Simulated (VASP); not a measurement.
# WSe2 in VASP: a series of runs, part 2 of 2

VASP 6.6.1. Earlier steps stand in the parts before.

## 5. Single point, PBE+D3(BJ)

This run uses another cell than the first one, of 99.33 Å³/atom, 1.028 times its volume.

Input file INCAR:

```
ALGO = Normal ; DIPOL = 0.5 0.5 0.500
EDIFF = 1E-7 ; ENCUT = 520
GGA = PE ; IDIPOL = 3
ISIF = 2 ; ISMEAR = 0
IVDW = 12 ; LASPH = True
LCHARG = True ; LDIPOL = True
LELF = True ; LREAL = False
LVACPOTAV = True ; LVHAR = True
LWAVE = False ; NBANDS = 20
NELM = 60 ; PREC = Accurate
SIGMA = 0.02
```

Input file KPOINTS:

```
k-points
0
Gamma
  9 9 1
```

Input file POSCAR:

```
WSe2
1.0
    3.2420000000      0.0000000000      0.0000000000
   -1.6210000000      2.8076543591      0.0000000000
    0.0000000000      0.0000000000     32.7373831004
Se W
2 1
Direct
    0.3333333333      0.6666666667      0.4494309000
    0.3333333333      0.6666666667      0.5505691000
    0.6666666667      0.3333333333      0.5000000000
```

Potentials or basis: VASP PAW PBE potentials, release 64 (Se, W_sv).

On the command line:

```
$ cat potpaw_PBE.64/Se/POTCAR potpaw_PBE.64/W_sv/POTCAR > POTCAR
$ mpirun -np 1 vasp_std > vasp.out
```

OUTCAR:

```text
EDIFF = 1E-7
   ENCUT = 520
   GGA = PE
   ISIF = 2
   ISMEAR = 0
   IVDW = 12
   LASPH = True
   LREAL = False
   NELM = 60
   PREC = Accurate
 IVDW          = 12

 ion  position               nearest neighbor table
   1  0.333  0.667  0.449-   3 2.50   3 2.50   3 2.50
   2  0.333  0.667  0.551-   3 2.50   3 2.50   3 2.50
   3  0.667  0.333  0.500-   1 2.50   2 2.50   1 2.50   2 2.50   1 2.50   2 2.50

  LATTYP: Found a hexagonal cell.
 ALAT       =     3.2420000000
 C/A-ratio  =    10.0978973166

  Lattice vectors:

 A1 = (   3.2420000000,   0.0000000000,   0.0000000000)
 A2 = (  -1.6210000000,   2.8076543591,   0.0000000000)
 A3 = (   0.0000000000,   0.0000000000,  32.7373831004)

Analysis of symmetry for initial positions (statically):
=====================================================================
 Subroutine PRICEL returns:
 Original cell was already a primitive cell.

 Routine SETGRP: Setting up the symmetry group for a
 hexagonal supercell.

 Subroutine GETGRP returns: Found 12 space group operations
 (whereof 12 operations were pure point group operations)
 out of a pool of 24 trial point group operations.

The static configuration has the point symmetry D_3h.

Analysis of symmetry for dynamics (positions and initial velocities):
=====================================================================
 Subroutine PRICEL returns:
 Original cell was already a primitive cell.

 Routine SETGRP: Setting up the symmetry group for a
 hexagonal supercell.

 Subroutine GETGRP returns: Found 12 space group operations
 (whereof 12 operations were pure point group operations)
 out of a pool of 24 trial point group operations.

The dynamic configuration has the point symmetry D_3h.

 Subroutine INISYM returns: Found 12 space group operations
 (whereof 12 operations are pure point group operations),
 and found     1 'primitive' translations

----------------------------------------------------------------------------------------

[... 105 lines left out ...]
   LORBIT       =      0    0 simple, 1 ext, 2 COOP (PROOUT), +10 PAW based schemes
   GGA     = PE    functional components
   LHFCALC =     F    Hartree Fock is set to
   AEXX    =    0.0000 exact exchange contribution
   IVDW    =    12    specifies the selected vdW correction
   LEPSILON=     F    determine dielectric tensor
   LRPA    =     F    only Hartree local field effects (RPA)
 non-spin polarized calculation
 Gauss-broadening in eV      SIGMA  =   0.02
  energy-cutoff  :      520.00
  volume of cell :      297.99
 maximum number of plane-waves:      8112
   NGX = 13   NGY = 13   NGZ =121

 number of electron      26.0000005 magnetization

 dipolmoment           0.000000      0.000000      0.000000 electrons x Angstroem

 Free energy of the ion-electron system (eV)
  ---------------------------------------------------
  ext. energy  EPLUGINS =         0.00000000
  ---------------------------------------------------
  free energy    TOTEN  =       -21.51633146 eV

  energy without entropy =      -21.51633146  energy(sigma->0) =      -21.51633146

 E-fermi :  -2.5960     XC(G=0):  -2.4909

 val. band max:       -2.8363844029   @ k =   0.3333   0.3333   0.0000
 cond. band min:      -1.0836060877   @ k =   0.3333   0.3333   0.0000
 fundamental gap:      1.7527783152
 Fermi energy:        -2.5959984645

 k-point     1 :       0.0000    0.0000    0.0000
  band No.  band energies     occupation
      1     -76.7558      2.00000
      2     -41.0517      2.00000
      3     -40.8847      2.00000
      4     -40.8847      2.00000
      5     -17.9031      2.00000
      6     -16.5240      2.00000
[... 265 lines left out ...]
     19       3.8116      0.00000
     20       5.9272      0.00000

------------------------ aborting loop because EDIFF is reached ----------------------------------------

 vacuum level on the upper side and lower side of the slab       (xc-potential included)        -0.063        -0.063

 Edisp (eV)   -1.04671

 E8    (eV) :    -0.4974

  FORCE on cell =-STRESS in cart. coord.  units (eV):
  Direction    XX          YY          ZZ          XY          YZ          ZX
  --------------------------------------------------------------------------------------
  -------------------------------------------------------------------------------------
  Total       2.38027     2.38027     2.99163     0.00000     0.00000     0.00000
  in kB      12.79781    12.79781    16.08488     0.00000     0.00000     0.00000
  external pressure =       13.89 kB  Pullay stress =        0.00 kB

 VOLUME and BASIS-vectors are now :
 -----------------------------------------------------------------------------
  energy-cutoff  :      520.00
  volume of cell :      297.99
      direct lattice vectors                 reciprocal lattice vectors
     3.242000000  0.000000000  0.000000000     0.308451573  0.178084599  0.000000000
    -1.621000000  2.807654359  0.000000000     0.000000000  0.356169198  0.000000000
     0.000000000  0.000000000 32.737383100     0.000000000  0.000000000  0.030546119

 POSITION                                       TOTAL-FORCE (eV/Angst)
 -----------------------------------------------------------------------------------
     -0.00000      1.87177     14.71319         0.000000     -0.000000     -0.907117
     -0.00000      1.87177     18.02419         0.000000      0.000000      0.907117
      1.62100      0.93588     16.36869        -0.000000      0.000000      0.000000
 -----------------------------------------------------------------------------------
    total drift:                               -0.000000      0.000000      0.000000

  FREE ENERGIE OF THE ION-ELECTRON SYSTEM (eV)
  ---------------------------------------------------
  free  energy   TOTEN  =       -22.5630413485 eV

  energy  without entropy=      -22.5630413485  energy(sigma->0) =      -22.56304135

 vacuum level on the upper side and lower side of the slab         2.248         2.248
```

Wall time 84 s (1 thread of AMD EPYC 9R45 (Zen 5), shared host); peak memory 0.36 GiB.

What came out:

- Free energy: -22.5630 eV
- Largest force: 0.907 eV/Å
- Band gap on the k mesh: 1.75 eV, direct
- Dispersion energy per atom: -0.349 eV
- Ionisation potential of the upper face: 5.08 eV

Forces in eV/Å, atoms in the order of the input:
```
Se   0.000  0.000 -0.907
Se   0.000  0.000  0.907
W    0.000  0.000  0.000
```

Caveat: spin-orbit coupling is left out, which moves the levels of the heavy elements.
